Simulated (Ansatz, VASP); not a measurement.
# One calculation of C, two programs

Contents of INCAR:

```
PREC = Accurate ; ENCUT = 520
EDIFF = 1E-8 ; ISMEAR = -1
SIGMA = 0.05 ; LREAL = False
LASPH = True ; NELM = 80
ALGO = Normal ; ISIF = 2
LWAVE = False ; LCHARG = False
GGA = PE ; LEFG = True
NBANDS = 11
```

Contents of KPOINTS:

```
Automatic mesh
0
Gamma
  18 18 18
```

POSCAR

```
C
1.0
    0.0000000000      2.1695400000      3.3480000000
    1.2525600000      0.0000000000      3.3480000000
    1.2525600000      2.1695400000      0.0000000000
C
2
Direct
    0.1666700000      0.8333300000      0.1666700000
    0.8333300000      0.1666700000      0.8333300000
```

Input for Ansatz:

```yaml
crystal:
  lattice:
    - [0.0, 2.16954, 3.348]
    - [1.25256, 0.0, 3.348]
    - [1.25256, 2.16954, 0.0]
  atoms:
    - { symbol: C, position: [0.16667, 0.83333, 0.16667] }
    - { symbol: C, position: [0.83333, 0.16667, 0.83333] }
kpoints:
  mp_grid: { grid: [18, 18, 18] }
scf:
  occupations: { method: fermi_dirac, width: 0.05 }
hamiltonian:
  xc: pbe
  pseudopotentials: { kind: all_electron, datasets: crystal }
output:
  forces: true
  stress: true
  eigenvalues: true
  efg: { contact_densities: true }
```

Change from the starting cell: equal xx and yy strain of +2 %, crystal datasets.

Alike in both runs: task electric field gradients; functional PBE; k mesh 18 × 18 × 18; occupations fermi-dirac, width 0.05 eV; no spin polarisation.

```csv
,VASP,Ansatz
version,VASP 6.6.1,Ansatz 0.2.0
potentials or method,"VASP PAW PBE potentials, release 64 (C), cutoff 520 eV","all-electron PAW with datasets made for the crystal, scalar-relativistic"
```

|  | VASP | Ansatz | Ansatz less VASP |
| --- | --- | --- | --- |
| pressure (GPa) | -10.6 | -11.0 | -0.48 |
| traceless stress, the component that is largest in VASP (GPa) | 14.46 | 15.01 | +0.552 |
| size of Vzz on the site where it differs most (V/Å²) | 27.6 | 22.8 | -4.80 |

Ansatz ran all-electron here, and VASP with PAW potentials.
